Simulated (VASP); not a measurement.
## BAs (zincblende type): single point with PBE

The system is BAs (zincblende type).

```
CELL_PARAMETERS angstrom
0.00000 2.45182 2.45182
2.45182 0.00000 2.45182
2.45182 2.45182 0.00000
ATOMIC_POSITIONS crystal
B 0.00000 0.00000 0.00000
As 0.25000 0.25000 0.25000
```

This cell differs from its parent crystal: volume scaled by 1.06.

| Quantity | Value |
| --- | --- |
| Program | VASP 6.6.1 |
| Task | single point |
| Functional | PBE |
| Potentials or basis | VASP PAW PBE potentials, release 64 (B, As) |
| Cutoff | 520 eV |
| k mesh | 15 × 15 × 15 |
| Occupations | fermi-dirac, width 0.08 eV |
| Spin | no spin polarisation |

```yaml
Pressure: -6.3 GPa
Band_gap_on_the_k_mesh: 1.25 eV, indirect (least direct gap 3.18 eV)
```

Levels at points of the mesh, in eV from the valence-band top:
```csv
k point,band 1,band 2,band 3,band 4,band 5,band 6,band 7,band 8
"(0.00, 0.00, 0.00)",-14.71,0.00,0.00,0.00,3.18,3.18,3.18,3.71
```

Wall time 51 s on 1 thread of Intel(R) Xeon(R) Platinum 8488C (Sapphire Rapids), with other jobs on the host, peak memory 0.18 GiB.

 A k mesh can miss the band edges.
